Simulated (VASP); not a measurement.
# MoS2 (P-3m1) in VASP: a series of runs

MoS2 is run at these levels: PBE, PBEsol; tasks: vibrations by perturbation theory.

Program: VASP 6.6.1. These are calculated values, not measurements. Logs are shortened: lines on timing, memory, paths and dates and some standing lists are left out, and cuts for length are marked.

## 1. The cell of the first run

The structure is trigonal, space group P-3m1 (No. 164). Conventional cell: a = 3.564 Å, b = 3.564 Å, c = 5.749 Å, α = 90.00°, β = 90.00°, γ = 120.00°. Within 3.3 Å of Mo (site symmetry -3m) lie 6 S at 2.52 Å. Within 3.3 Å of S (site symmetry 3m) lie 3 Mo at 2.52 Å.

## 2. Vibrations by perturbation theory, PBE

Input file INCAR:

```
ALGO = Normal ; EDIFF = 1E-8
ENCUT = 520 ; GGA = PE
IBRION = 8 ; ISIF = 2
ISMEAR = -1 ; LASPH = T
LCHARG = F ; LREAL = F
LWAVE = F ; NBANDS = 20
NELM = 100 ; NSW = 1
PREC = Accurate ; SIGMA = 0.05
```

Input file KPOINTS:

```
k-points
0
Gamma
  9 9 5
```

Input file POSCAR:

```
MoS2
1.0
    3.5639467600      0.0000000000      0.0000000000
   -1.7819733800      3.0864684300      0.0000000000
    0.0000000000      0.0000000000      5.7493858200
Mo S
1 2
Direct
    0.0000000000      0.0000000000      0.0000000000
    0.3333333333      0.6666666667      0.2520000000
    0.6666666667      0.3333333333      0.7480000000
```

Potentials or basis: VASP PAW PBE potentials, release 64 (Mo_sv, S).

Started as:

```bash
cat potpaw_PBE.64/Mo_sv/POTCAR potpaw_PBE.64/S/POTCAR > POTCAR
mpirun -np 1 vasp_std > vasp.out
```

OUTCAR:

```text
EDIFF = 1E-8
   ENCUT = 520
   GGA = PE
   IBRION = 8
   ISIF = 2
   ISMEAR = -1
   LASPH = T
   LREAL = F
   NELM = 100
   NSW = 1
   PREC = Accurate

 ion  position               nearest neighbor table
   1  0.000  0.000  0.000-   2 2.52   3 2.52   3 2.52   2 2.52   3 2.52   2 2.52
   2  0.333  0.667  0.252-   1 2.52   1 2.52   1 2.52
   3  0.667  0.333  0.748-   1 2.52   1 2.52   1 2.52

  LATTYP: Found a hexagonal cell.
 ALAT       =     3.5639467600
 C/A-ratio  =     1.6132075497

  Lattice vectors:

 A1 = (   3.5639467600,   0.0000000000,   0.0000000000)
 A2 = (  -1.7819733800,   3.0864684300,   0.0000000000)
 A3 = (   0.0000000000,   0.0000000000,   5.7493858200)

Analysis of symmetry for initial positions (statically):
=====================================================================
 Subroutine PRICEL returns:
 Original cell was already a primitive cell.

 Routine SETGRP: Setting up the symmetry group for a
 hexagonal supercell.

 Subroutine GETGRP returns: Found 12 space group operations
 (whereof 12 operations were pure point group operations)
 out of a pool of 24 trial point group operations.

The static configuration has the point symmetry D_3d.

Analysis of symmetry for dynamics (positions and initial velocities):
=====================================================================
 Subroutine PRICEL returns:
 Original cell was already a primitive cell.

 Routine SETGRP: Setting up the symmetry group for a
 hexagonal supercell.

 Subroutine GETGRP returns: Found 12 space group operations
 (whereof 12 operations were pure point group operations)
 out of a pool of 24 trial point group operations.

The dynamic configuration has the point symmetry D_3d.

 Subroutine INISYM returns: Found 12 space group operations
 (whereof 12 operations are pure point group operations),
 and found     1 'primitive' translations

----------------------------------------------------------------------------------------

                                     Primitive cell

  volume of cell :      63.2433

  direct lattice vectors                    reciprocal lattice vectors
     3.563946760  0.000000000  0.000000000     0.280587805  0.161997445  0.000000000
    -1.781973380  3.086468430  0.000000000     0.000000000  0.323994890  0.000000000
     0.000000000  0.000000000  5.749385820     0.000000000  0.000000000  0.173931622

  length of vectors
     3.563946760  3.563946758  5.749385820     0.323994890  0.323994890  0.173931622

  position of ions in fractional coordinates (direct lattice)
     0.000000000  0.000000000  0.000000000
     0.333333333  0.666666667  0.252000000
     0.666666667  0.333333333  0.748000000

  ion indices of the primitive-cell ions
   primitive index   ion index
                 1           1
                 2           2
                 3           3

----------------------------------------------------------------------------------------

 KPOINTS: k-points

Automatic generation of k-mesh.
 Grid dimensions read from file:
 generate k-points for:    9    9    5

 Generating k-lattice:

  Cartesian coordinates                     Fractional coordinates (reciprocal lattice)
[... 85 lines left out ...]
   GGA     = PE    functional components
   LHFCALC =     F    Hartree Fock is set to
   AEXX    =    0.0000 exact exchange contribution
   IVDW    =     0    specifies the selected vdW correction
   LEPSILON=     F    determine dielectric tensor
   LRPA    =     F    only Hartree local field effects (RPA)
 non-spin polarized calculation
  energy-cutoff  :      520.00
  volume of cell :       63.24
 maximum number of plane-waves:      1737
 NGX is ok and might be reduce to    28
   NGX = 13   NGY = 13   NGZ = 21

--------------------------------------- Ionic step        1  -------------------------------------------

 number of electron      25.9999997 magnetization

 Free energy of the ion-electron system (eV)
  ---------------------------------------------------
  ext. energy  EPLUGINS =         0.00000000
  ---------------------------------------------------
  free energy    TOTEN  =       -20.41079799 eV

  energy without entropy =      -20.39508166  energy(sigma->0) =      -20.40293982

 E-fermi :   5.4811     XC(G=0): -10.0401

 val. band max:        5.4551240561   @ k =   0.0000   0.1111   0.2000
 cond. band min:       5.4816509277   @ k =   0.3333   0.3333   0.0000
 fundamental gap:      0.0265268716
 Fermi energy:         5.4810904158

 k-point     1 :       0.0000    0.0000    0.0000
  band No.  band energies     occupation
      1     -56.2791      2.00000
      2     -30.3521      2.00000
      3     -30.3521      2.00000
      4     -30.1501      2.00000
      5      -8.3385      2.00000
      6      -6.7590      2.00000
[... 541 lines left out ...]
     19      12.8436      0.00000
     20      14.1048      0.00000

 [... further k-points ...]
[... 5 lines left out ...]
  --------------------------------------------------------------------------------------
  -------------------------------------------------------------------------------------
  Total       -6.1178220     -6.1178220     -1.5562394      0.0000000      0.0000000      0.0000000
  in kB     -154.9861599   -154.9861597    -39.4250726      0.0000000      0.0000000      0.0000000
  external PRESSURE =    -116.4657974 kB  Pullay stress =       0.0000000 kB

 VOLUME and BASIS-vectors are now :
 -----------------------------------------------------------------------------
  energy-cutoff  :      520.00
  volume of cell :       63.24
      direct lattice vectors                 reciprocal lattice vectors
     3.563946760  0.000000000  0.000000000     0.280587805  0.161997445  0.000000000
    -1.781973380  3.086468430  0.000000000     0.000000000  0.323994890  0.000000000
     0.000000000  0.000000000  5.749385820     0.000000000  0.000000000  0.173931622

 POSITION                                       TOTAL-FORCE (eV/Angst)
 -----------------------------------------------------------------------------------
      0.00000      0.00000      0.00000         0.000000      0.000000      0.000000
     -0.00000      2.05765      1.44885        -0.000000     -0.000000     -0.653759
      1.78197      1.02882      4.30054         0.000000      0.000000      0.653759
 -----------------------------------------------------------------------------------
    total drift:                                0.000000     -0.000000      0.000000

  FREE ENERGIE OF THE ION-ELECTRON SYSTEM (eV)
  ---------------------------------------------------
  free  energy   TOTEN  =       -20.4107979877 eV

  energy  without entropy=      -20.3950816577  energy(sigma->0) =      -20.40293982

[... ionic steps 2 to 3 ...]

--------------------------------------- Ionic step        4  -------------------------------------------

------------------------ aborting loop because EDIFF is reached ----------------------------------------
[... 11 lines left out ...]
[... ionic steps 8 to 8 ...]

--------------------------------------- Ionic step        9  -------------------------------------------

 Free energy of the ion-electron system (eV)
  ---------------------------------------------------
  ---------------------------------------------------
  free energy    TOTEN  =        -0.12307504 eV

  energy without entropy =       -0.12308349

------------------------ aborting loop because EDIFF is reached ----------------------------------------

 INTERNAL STRAIN TENSOR  FOR ION    2  DIRECTION 3   (eV/Angst):
 -----------------------------------------------------------------------------
    -8.57024  0.00000  0.00000
    -0.00000 -8.57024  0.00000
     0.00000  0.00000-15.43385

 INTERNAL STRAIN TENSOR FOR ION    3 for displacements in x,y,z  (eV/Angst):
          X           Y           Z          XY          YZ          ZX
  --------------------------------------------------------------------------------
  x     0.00000    -0.00000     0.00000    -1.59333     0.00000     6.17604
  y    -1.59333     1.59333     0.00000     0.00000     7.55371     0.00000
  z     8.57024     8.57024    15.43385     0.00000     0.00000     0.00000

 SECOND DERIVATIVES (NOT SYMMETRIZED)
 ------------------------------------
               1X          1Y          1Z          2X          2Y          2Z          3X          3Y          3Z
  1X     0.366364    0.000000    0.000000   -0.183182    0.000000    0.000000   -0.183182    0.000000    0.000000
  1Y     0.000000    0.366364    0.000000    0.000000   -0.183182    0.000000    0.000000   -0.183182    0.000000
  1Z    -0.000000    0.000000  -12.804778    0.000000   -0.000000    6.402389    0.000000   -0.000000    6.402389
  2X    -0.177888    0.000000    0.000000   -2.437418    0.000000    0.000000    2.615306    0.000000    0.000000
  2Y     0.000000   -0.177888    0.000000   -0.000000   -2.437418    0.000000    0.000000    2.615306    0.000000
  2Z    -0.000000    0.000000    6.409381    0.000000   -0.000000   -8.640969    0.000000   -0.000000    2.231589
  3X    -0.177888    0.000000    0.000000    2.615306    0.000000    0.000000   -2.437418    0.000000    0.000000
  3Y     0.000000   -0.177888    0.000000    0.000000    2.615306    0.000000   -0.000000   -2.437418    0.000000
  3Z    -0.000000    0.000000    6.409381    0.000000   -0.000000    2.231589    0.000000   -0.000000   -8.640969

 Eigenvectors and eigenvalues of the dynamical matrix
 ----------------------------------------------------

   1 f  =    9.103202 THz    57.197107 2PiTHz  303.650146 cm-1    37.647803 meV
             X         Y         Z           dx          dy          dz
      0.000000  0.000000  0.000000    -0.000000    0.000000   -0.000000
     -0.000000  2.057646  1.448845     0.000000   -0.000000   -0.707107
      1.781973  1.028823  4.300541    -0.000000    0.000000    0.707107
[... 43 lines left out ...]
   9 f/i=    1.513021 THz     9.506590 2PiTHz   50.468940 cm-1     6.257348 meV
             X         Y         Z           dx          dy          dz
      0.000000  0.000000  0.000000     0.638526   -0.000000    0.000000
     -0.000000  2.057646  1.448845    -0.544189    0.000000   -0.000000
      1.781973  1.028823  4.300541    -0.544189    0.000000   -0.000000

--------------------------------------------------------------------------------------------------------

 ELASTIC MODULI CONTR FROM IONIC RELAXATION (kBar)
 Direction    XX          YY          ZZ          XY          YZ          ZX
 --------------------------------------------------------------------------------
 XX        -367.7360   -316.8214   -616.3980      0.0000    120.6888     -0.0000
 YY        -316.8214   -367.7360   -616.3980     -0.0000   -120.6888      0.0000
 ZZ        -616.3980   -616.3980  -1110.0502     -0.0000     -0.0000      0.0000
 XY           0.0000     -0.0000     -0.0000    -25.4573     -0.0000     98.6771
 YZ         120.6888   -120.6888     -0.0000     -0.0000   -572.1655      0.0000
 ZX          -0.0000      0.0000      0.0000     98.6771      0.0000   -382.4903
 --------------------------------------------------------------------------------
```

It took 9.8 min on 1 thread of Intel Xeon Platinum 8488C (Sapphire Rapids), shared host; peak memory 0.61 GiB.

Results:

| Item | Value |
| --- | --- |
| Highest phonon frequency at Γ, LO-TO splitting left out | 304 cm⁻¹ |
| Most unstable mode | 50i cm⁻¹ |

Phonon frequencies in cm⁻¹ (negative: imaginary):
```
              q point                    frequencies
(0.000, 0.000, 0.000)  -50 -50 0 0 0 207 207 301 304
```

Caveat: the cell stands under pressure or tension, which shifts response properties; some modes are imaginary; this functional lacks dispersion, which binds the layers, so the pressure and a relaxed spacing across them are unreliable.

## 3. Vibrations by perturbation theory, PBEsol

Input file INCAR:

```
SYSTEM = MoS2
  ALGO = Normal
  EDIFF = 1E-8
  ENCUT = 520
  GGA = PS
  IBRION = 8
  ISIF = 2
  ISMEAR = -1
  LASPH = .TRUE.
  LCHARG = .TRUE.
  LREAL = .FALSE.
  LWAVE = .FALSE.
  NELM = 60
  NSW = 1
  PREC = Accurate
  SIGMA = 0.05
```

Input file KPOINTS:

```
k-points
0
G
  9 9 5
  0 0 0
```

POSCAR is that of step 2.

Potentials or basis: VASP PAW PBE potentials, release 64 (Mo_sv, S).

Started as:

```bash
cat potpaw_PBE.64/Mo_sv/POTCAR potpaw_PBE.64/S/POTCAR > POTCAR
mpirun -np 1 vasp_std > vasp.out
```

OUTCAR:

```text
SYSTEM = MoS2
   EDIFF = 1E-8
   ENCUT = 520
   GGA = PS
   IBRION = 8
   ISIF = 2
   ISMEAR = -1
   LASPH = .TRUE.
   LREAL = .FALSE.
   NELM = 60
   NSW = 1
   PREC = Accurate

 ion  position               nearest neighbor table
   1  0.000  0.000  0.000-   2 2.52   3 2.52   3 2.52   2 2.52   3 2.52   2 2.52
   2  0.333  0.667  0.252-   1 2.52   1 2.52   1 2.52
   3  0.667  0.333  0.748-   1 2.52   1 2.52   1 2.52

  LATTYP: Found a hexagonal cell.
 ALAT       =     3.5639467600
 C/A-ratio  =     1.6132075497

  Lattice vectors:

 A1 = (   3.5639467600,   0.0000000000,   0.0000000000)
 A2 = (  -1.7819733800,   3.0864684300,   0.0000000000)
[... 737 lines left out ...]
 INTERNAL STRAIN TENSOR FOR ION    3 for displacements in x,y,z  (eV/Angst):
          X           Y           Z          XY          YZ          ZX
  --------------------------------------------------------------------------------
  x     0.00000     0.00000     0.00000    -1.49260     0.00000     6.07393
  y    -1.49260     1.49260     0.00000     0.00000     7.43569     0.00000
  z     8.40546     8.40546    15.74833     0.00000     0.00000     0.00000

 SECOND DERIVATIVES (NOT SYMMETRIZED)
 ------------------------------------
               1X          1Y          1Z          2X          2Y          2Z          3X          3Y          3Z
  1X     0.756460    0.000000    0.000000   -0.378230    0.000000    0.000000   -0.378230    0.000000    0.000000
  1Y     0.000000    0.756460    0.000000    0.000000   -0.378230    0.000000    0.000000   -0.378230    0.000000
  1Z     0.000000    0.000000  -12.489953   -0.000000    0.000000    6.244976   -0.000000    0.000000    6.244976
  2X    -0.373139    0.000000    0.000000   -2.270397   -0.000000    0.000000    2.643537    0.000000    0.000000
  2Y     0.000000   -0.373139    0.000000    0.000000   -2.270397    0.000000    0.000000    2.643537   -0.000000
  2Z     0.000000    0.000000    6.252186    0.000000    0.000000   -8.292662    0.000000    0.000000    2.040476
  3X    -0.373139    0.000000    0.000000    2.643537    0.000000    0.000000   -2.270397   -0.000000    0.000000
  3Y     0.000000   -0.373139    0.000000    0.000000    2.643537   -0.000000    0.000000   -2.270397    0.000000
  3Z     0.000000    0.000000    6.252186    0.000000    0.000000    2.040476    0.000000    0.000000   -8.292662

 Eigenvectors and eigenvalues of the dynamical matrix
 ----------------------------------------------------

   1 f  =    8.914598 THz    56.012072 2PiTHz  297.358987 cm-1    36.867799 meV
             X         Y         Z           dx          dy          dz
      0.000000  0.000000  0.000000     0.000000   -0.000000   -0.632746
     -0.000000  2.057646  1.448845    -0.000000    0.000000    0.547555
      1.781973  1.028823  4.300541     0.000000   -0.000000    0.547555
[... 43 lines left out ...]
   9 f/i=    2.184277 THz    13.724220 2PiTHz   72.859653 cm-1     9.033442 meV
             X         Y         Z           dx          dy          dz
      0.000000  0.000000  0.000000    -0.635535    0.000000    0.000000
     -0.000000  2.057646  1.448845     0.545937   -0.000000   -0.000000
      1.781973  1.028823  4.300541     0.545937   -0.000000   -0.000000

--------------------------------------------------------------------------------------------------------

 ELASTIC MODULI CONTR FROM IONIC RELAXATION (kBar)
 Direction    XX          YY          ZZ          XY          YZ          ZX
 --------------------------------------------------------------------------------
 XX        -369.4026   -323.4602   -649.0680     -0.0000    114.4358      0.0000
 YY        -323.4602   -369.4026   -649.0680      0.0000   -114.4358     -0.0000
 ZZ        -649.0680   -649.0680  -1216.0825     -0.0000     -0.0000      0.0000
 XY          -0.0000      0.0000     -0.0000    -22.9712      0.0000     93.4781
 YZ         114.4358   -114.4358     -0.0000      0.0000   -570.0852     -0.0000
 ZX           0.0000     -0.0000      0.0000     93.4781     -0.0000   -380.3963
 --------------------------------------------------------------------------------
```

OSZICAR:

```text
N       E                     dE             d eps       ncg     rms          rms(c)
DAV:   1     0.178727806099E+03    0.17873E+03   -0.13317E+04  1716   0.141E+03
DAV:   2    -0.166068468271E+02   -0.19533E+03   -0.19335E+03  2259   0.340E+02
DAV:   3    -0.237984406572E+02   -0.71916E+01   -0.71132E+01  2076   0.613E+01
DAV:   4    -0.238993102202E+02   -0.10087E+00   -0.99621E-01  2222   0.728E+00
[... 86 lines left out ...]
RMM:  11    -0.122302381829E+00    0.18495E-06    0.47660E-08  2871   0.511E-05    0.154E-05
RMM:  12    -0.122302514085E+00   -0.13226E-06   -0.44452E-08  2766   0.231E-05    0.537E-06
RMM:  13    -0.122302491062E+00    0.23022E-07    0.15748E-08  2868   0.860E-06    0.243E-06
RMM:  14    -0.122302486995E+00    0.40670E-08   -0.89024E-09  2476   0.302E-06    0.750E-07
 Linear response finished
```

stdout:

```text
POSCAR found type information on POSCAR MoS
 POSCAR found :  2 types and       3 ions
 scaLAPACK will be used
 -----------------------------------------------------------------------------
|                                                                             |
|                                                                             |
|     You enforced a specific xc type in the INCAR file but a different       |
|     I HOPE YOU KNOW WHAT YOU ARE DOING!                                     |
|                                                                             |
 -----------------------------------------------------------------------------

 LDA part: xc-table for (Slater+PW92), standard interpolation
 POSCAR, INCAR and KPOINTS ok, starting setup
 FFT: planning ... GRIDC
 FFT: planning ... GRID_SOFT
 FFT: planning ... GRID
 WAVECAR not read
 entering main loop
 Linear response reoptimize wavefunctions to high precision
 Linear response DOF=           4
 Linear response progress:
 first order change of Fermi-energy  -0.51002E-03
 force on displaced ion       1 direction 1 :   0.756   0.000   0.000
 Linear response progress:
 first order change of Fermi-energy   0.17195E-03
 force on displaced ion       1 direction 3 :  -0.000   0.000 -12.490
 Linear response progress:
 first order change of Fermi-energy   0.45990E-04
 force on displaced ion       2 direction 1 :  -2.270   0.006  -0.000
 Linear response progress:
 first order change of Fermi-energy   0.40962E+00
 force on displaced ion       2 direction 3 :  -0.000   0.000  -8.293
 Linear response finished
```

It took 10 min on 1 thread of Intel Xeon Platinum 8488C (Sapphire Rapids), shared host; peak memory 0.65 GiB.

What came out:

```yaml
Highest_phonon_frequency_at_Γ_LO-TO_splitting_left_out: 297 cm⁻¹
Most_unstable_mode: 73i cm⁻¹
```

Phonon frequencies in cm⁻¹ (negative: imaginary):
```tsv
q point	frequencies
(0.000, 0.000, 0.000)	-73 -73 0 0 0 204 204 296 297
```

Caveat: the cell stands under pressure or tension, which shifts response properties; some modes are imaginary; the PAW data sets were made with another functional, which shifts forces and pressure a little; this functional lacks dispersion, which binds the layers, so the pressure and a relaxed spacing across them are unreliable.
